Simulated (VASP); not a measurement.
# Ca (I4/mmm) in VASP: further runs

Ca is run at these levels: PBEsol; tasks: single point.

Program: VASP 6.6.1. These are calculated values, not measurements. Logs are shortened: lines on timing, memory, paths and dates and some standing lists are left out, and cuts for length are marked.

**1. The cell of the first run**

The typed cell holds 1 atom: a = 3.991 Å, b = 3.991 Å, c = 3.991 Å, α = 120.00°, β = 120.00°, γ = 90.01°.

**2. Single point, PBEsol**

Input file INCAR:

```
PREC = Accurate
ENCUT = 520
EDIFF = 1E-6
ISMEAR = 0
SIGMA = 0.15
LREAL = False
LASPH = True
NELM = 60
ALGO = Fast
ISIF = 2
LWAVE = False
LCHARG = True
GGA = PS
LELF = True
LVHAR = True
NBANDS = 11
```

Input file KPOINTS:

```
regular mesh
0
Gamma
  16 16 16
```

Input file POSCAR:

```
Ca
1.0
   -1.9957135922      1.9957135922      2.8219390194
    1.9957135922     -1.9957135922      2.8219390194
    1.9957135922      1.9957135922     -2.8219390194
Ca
1
Direct
    0.0000000000      0.0000000000      0.0000000000
```

Potentials or basis: VASP PAW PBE potentials, release 64 (Ca_sv).

Launch:

```bash
$ cat potpaw_PBE.64/Ca_sv/POTCAR > POTCAR
$ mpirun -np 1 vasp_std > vasp.out
```

OUTCAR:

```text
PREC = Accurate
   ENCUT = 520
   EDIFF = 1E-6
   ISMEAR = 0
   LREAL = False
   LASPH = True
   NELM = 60
   ISIF = 2
   GGA = PS

 ion  position               nearest neighbor table
   1  0.000  0.000  0.000-

  LATTYP: Found a body centered tetragonal cell.
 ALAT       =     3.9914271844
 C/A-ratio  =     1.4140000000

  Lattice vectors:

 A1 = (  -1.9957135922,   1.9957135922,   2.8219390194)
 A2 = (   1.9957135922,  -1.9957135922,   2.8219390194)
 A3 = (   1.9957135922,   1.9957135922,  -2.8219390194)

Analysis of symmetry for initial positions (statically):
=====================================================================
 Subroutine PRICEL returns:
 Original cell was already a primitive cell.

 Routine SETGRP: Setting up the symmetry group for a
 body centered tetragonal supercell.

 Subroutine GETGRP returns: Found 16 space group operations
 (whereof 16 operations were pure point group operations)
 out of a pool of 16 trial point group operations.

The static configuration has the point symmetry D_4h.

Analysis of symmetry for dynamics (positions and initial velocities):
=====================================================================
 Subroutine PRICEL returns:
 Original cell was already a primitive cell.

 Routine SETGRP: Setting up the symmetry group for a
 body centered tetragonal supercell.

 Subroutine GETGRP returns: Found 16 space group operations
 (whereof 16 operations were pure point group operations)
 out of a pool of 16 trial point group operations.

The dynamic configuration has the point symmetry D_4h.

 Subroutine INISYM returns: Found 16 space group operations
 (whereof 16 operations are pure point group operations),
 and found     1 'primitive' translations

----------------------------------------------------------------------------------------

                                     Primitive cell

  volume of cell :      44.9577

  direct lattice vectors                    reciprocal lattice vectors
    -1.995713592  1.995713592  2.821939019     0.000000000  0.250536952  0.177183134
     1.995713592 -1.995713592  2.821939019     0.250536952  0.000000000  0.177183134
     1.995713592  1.995713592 -2.821939019     0.250536952  0.250536952  0.000000000

  length of vectors
     3.991125820  3.991125820  3.991125820     0.306859296  0.306859296  0.354312755

  position of ions in fractional coordinates (direct lattice)
     0.000000000  0.000000000  0.000000000

  ion indices of the primitive-cell ions
   primitive index   ion index
                 1           1
[... 75 lines left out ...]
   NSW    =      0    number of steps for IOM
   IBRION =     -1    ionic relax: 0-MD 1-quasi-New 2-CG
   NFREE  =      0    steps in history (QN), initial steepest desc. (CG)
   ISIF   =      2    stress and relaxation
   ISYM   =      2    0-nonsym 1-usesym 2-fastsym
   POTIM  = 0.5000    time-step for ionic-motion
   TEBEG  =    0.0;   TEEND  =   0.0 temperature during run
   PSTRESS=    0.0 pullay stress
   NELECT =      10.0000    total number of electrons
   NUPDOWN=      -1.0000    fix difference up-down
   EMIN   =  10.00;   EMAX   =-10.00  energy-range for DOS
   EFERMI =   0.00;   METHOD = LEGACY
   ISMEAR =     0;   SIGMA  =   0.15  broadening in eV -4-tet -1-fermi 0-gaus
   EFERMI_NEDOS =   21; number of points for ismear=-14 and -15
   IALGO  =     68    algorithm
   IMIX   =      4    mixing-type and parameters
     AMIX     =   0.40;   BMIX     =  1.00
     AMIX_MAG =   1.60;   BMIX_MAG =  1.00
  volume/ion in A,a.u.               =      44.96       303.39
  Fermi-wavevector in a.u.,A,eV,Ry     =   0.991913  1.874443 13.386649  0.983891
  Thomas-Fermi vector in A             =   2.123688
   LORBIT       =      0    0 simple, 1 ext, 2 COOP (PROOUT), +10 PAW based schemes
   GGA     = PS    functional components
   LHFCALC =     F    Hartree Fock is set to
   AEXX    =    0.0000 exact exchange contribution
   IVDW    =     0    specifies the selected vdW correction
   LEPSILON=     F    determine dielectric tensor
   LRPA    =     F    only Hartree local field effects (RPA)
 non-spin polarized calculation
 RMM-DIIS sequential band-by-band and
 Gauss-broadening in eV      SIGMA  =   0.15
  energy-cutoff  :      520.00
  volume of cell :       44.96
 maximum number of plane-waves:      1243
 NGX is ok and might be reduce to    30
   NGX = 15   NGY = 15   NGZ = 15

 number of electron      10.0000000 magnetization

 Free energy of the ion-electron system (eV)
  ---------------------------------------------------
  ext. energy  EPLUGINS =         0.00000000
  ---------------------------------------------------
  free energy    TOTEN  =        -2.11930648 eV

  energy without entropy =       -2.10349135  energy(sigma->0) =       -2.11139892

 E-fermi :   1.6490     XC(G=0):  -7.6123

 val. band max:        1.6370665852   @ k =  -0.3125  -0.4375   0.0625
 cond. band min:       1.6569768737   @ k =  -0.1250   0.5000   0.1250
 fundamental gap:      0.0199102885
 Fermi energy:         1.6489884600

 k-point     1 :       0.0000    0.0000    0.0000
  band No.  band energies     occupation
      1     -40.3423      2.00000
      2     -21.3407      2.00000
      3     -21.3407      2.00000
      4     -21.3407      2.00000
      5      -2.2698      2.00000
      6       3.8904      0.00000
      7       3.8904      0.00000
      8       3.8911      0.00000
      9       4.8896      0.00000
     10       4.8904      0.00000
     11      10.5090      0.00000
[... 309 lines left out ...]
 k-point    24 :      -0.0625    0.0625    0.0000
  band No.  band energies     occupation
      1     -40.3418      2.00000
      2     -21.3449      2.00000
      3     -21.3423      2.00000
      4     -21.3422      2.00000
      5      -2.1850      2.00000
      6       3.8038      0.00000
      7       3.9229      0.00000
      8       3.9235      0.00000
      9       4.8078      0.00000
     10       4.9123      0.00000
     11      10.6132      0.00000

 [... further k-points ...]
[... 5 lines left out ...]
  --------------------------------------------------------------------------------------
  -------------------------------------------------------------------------------------
  Total       -0.4339699     -0.4339699     -0.4336901      0.0000000      0.0000000      0.0000000
  in kB      -15.4655767    -15.4655767    -15.4556065      0.0000000      0.0000000      0.0000000
  external PRESSURE =     -15.4622533 kB  Pullay stress =       0.0000000 kB

 VOLUME and BASIS-vectors are now :
 -----------------------------------------------------------------------------
  energy-cutoff  :      520.00
  volume of cell :       44.96
      direct lattice vectors                 reciprocal lattice vectors
    -1.995713592  1.995713592  2.821939019     0.000000000  0.250536952  0.177183134
     1.995713592 -1.995713592  2.821939019     0.250536952  0.000000000  0.177183134
     1.995713592  1.995713592 -2.821939019     0.250536952  0.250536952  0.000000000

 POSITION                                       TOTAL-FORCE (eV/Angst)
 -----------------------------------------------------------------------------------
      0.00000      0.00000      0.00000         0.000000      0.000000     -0.000000
 -----------------------------------------------------------------------------------
    total drift:                               -0.000000     -0.000000      0.000000

  FREE ENERGIE OF THE ION-ELECTRON SYSTEM (eV)
  ---------------------------------------------------
  free  energy   TOTEN  =        -2.1193064814 eV

  energy  without entropy=       -2.1034913540  energy(sigma->0) =       -2.11139892
```

It took 1.9 min on 1 thread of Intel Xeon 6975P-C (Granite Rapids), shared host; peak memory 0.29 GiB.

What came out:

```yaml
Free_energy: -2.1193 eV
Pressure: -1.5 GPa
Band_gap_on_the_k_mesh: zero (band 5 reaches 1.88 eV, above the bottom of band 6 at 1.45 eV)
```

Caveat: the PAW data sets were made with another functional, which shifts forces and pressure a little.

**3. Single point, PBEsol**

Input file INCAR:

```
  PREC = Accurate
  ENCUT = 520
  EDIFF = 1E-6
  ISMEAR = 0
  SIGMA = 0.15
  LREAL = False
  LASPH = True
  NELM = 60
  ALGO = Fast
  ISIF = 2
  LWAVE = False
  LCHARG = True
  GGA = PS
  LELF = True
  LVHAR = True
  NBANDS = 11
```

Input file KPOINTS:

```
Automatic mesh
0
Gamma
  16 16 16
```

Input file POSCAR:

```
Ca
1.0
   -1.9568202410      1.9568202410      2.9352303615
    1.9568202410     -1.9568202410      2.9352303615
    1.9568202410      1.9568202410     -2.9352303615
Ca
1
Direct
    0.0000000000      0.0000000000      0.0000000000
```

Potentials or basis: VASP PAW PBE potentials, release 64 (Ca_sv).

Launch:

```bash
$ cat potpaw_PBE.64/Ca_sv/POTCAR > POTCAR
$ mpirun -np 1 vasp_std > vasp.out
```

It took 1.9 min on 1 thread of Intel Xeon 6975P-C (Granite Rapids), shared host; peak memory 0.29 GiB.

It converged, with:

- Free energy: -2.1166 eV
- Pressure: -1.6 GPa
- Band gap on the k mesh: zero (band 5 reaches 1.89 eV, above the bottom of band 6 at 1.46 eV)

Stress tensor (GPa, compression positive):
```
-1.38  0.00  0.00
 0.00 -1.38  0.00
 0.00  0.00 -1.93
```

Levels at points of the mesh, in eV from the Fermi level:
```
           k point  band 1  band 2  band 3  band 4  band 5  band 6  band 7  band 8  band 9  band 10
(0.00, 0.00, 0.00)  -41.99  -22.99  -22.99  -22.99   -3.92    2.07    2.34    2.34    3.06     3.39
(0.50, 0.00, 0.00)  -41.98  -23.10  -23.01  -23.00   -0.97   -0.19    1.99    2.29    3.82     3.93
(0.50, 0.50, 0.00)  -41.98  -23.10  -23.04  -23.03   -0.34    0.57    1.04    3.83    3.93     4.15
(0.50, 0.50, 0.50)  -41.98  -23.09  -23.02  -23.02   -0.54    0.51    0.67    3.89    4.03     4.03
```

Caveat: the PAW data sets were made with another functional, which shifts forces and pressure a little.
